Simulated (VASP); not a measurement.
Write the native input for VASP 6.6.1 that does the following.

```
Task                   : single point
Functional             : r2SCAN
Dispersion             : rVV10
Potentials or basis    : VASP PAW PBE potentials, release 64 (Cd, S)
Cutoff                 : 550 eV
k mesh                 : 8 × 8 × 8
Occupations            : fermi-dirac, width 0.03 eV
Spin                   : no spin polarisation
Dipole correction      : no
Further INCAR settings : ALGO = Normal; EDIFF = 1e-06; NBANDS = 26
```

Crystal: CdS.

```
Cd S
1.0
    -1.86911    1.86911    6.71446
     1.86911   -1.86911    6.71446
     1.86911    1.86911   -6.71446
Cd S
2 2
Direct
  0.83800 0.83800 0.00000
  0.16200 0.16200 0.00000
  0.63914 0.63914 0.00000
  0.36086 0.36086 0.00000
```

One way to write it, as run:

POSCAR

```
CdS
1.0
   -1.8691104361      1.8691104361      6.7144638983
    1.8691104361     -1.8691104361      6.7144638983
    1.8691104361      1.8691104361     -6.7144638983
Cd S
2 2
Direct
    0.8380036902      0.8380036902      0.0000000000
    0.1619963098      0.1619963098      0.0000000000
    0.6391352442      0.6391352442      0.0000000000
    0.3608647558      0.3608647558      0.0000000000
```

INCAR.step1

```
ALGO = Normal
EDIFF = 1E-5
ENCUT = 550
GGA = PE
GGA_COMPAT = F
ISMEAR = -1
LASPH = T
LCHARG = F
LREAL = F
LWAVE = T
NBANDS = 26
NELM = 120
PREC = Accurate
SIGMA = 0.03
```

INCAR.step2

```
ALGO = Normal
BPARAM = 11.95
CPARAM = 0.0093
EDIFF = 1E-6
ENCUT = 550
GGA_COMPAT = F
ISIF = 2
ISMEAR = -1
ISTART = 1
IVDW_NL = 2
LASPH = T
LCHARG = F
LMIXTAU = T
LREAL = F
LUSE_VDW = T
LWAVE = F
METAGGA = R2SCAN
NBANDS = 26
NELM = 120
PREC = Accurate
SIGMA = 0.03
```

KPOINTS

```
k-points
0
Gamma
  8 8 8
```

Potentials or basis: VASP PAW PBE potentials, release 64 (Cd, S).

Command:

```console
$ cat potpaw_PBE.64/Cd/POTCAR potpaw_PBE.64/S/POTCAR > POTCAR
$ cp INCAR.step1 INCAR
$ mpirun -np 1 vasp_std > vasp.out
$ cp INCAR.step2 INCAR
$ mpirun -np 1 vasp_std > vasp.out
```

Results of the run:

```json
{"Pressure": "0.5 GPa", "Largest force": "0.054 eV/Å", "Band gap on the k mesh": "0.63 eV, indirect (least direct gap 1.74 eV)"}
```

Caveat: the PAW data sets were made with another functional, which shifts forces and pressure a little.

Wall time 54 min on 1 thread of AMD EPYC 7R43 64-Core Processor (Zen 3), on a shared host, peak memory 1.1 GiB.
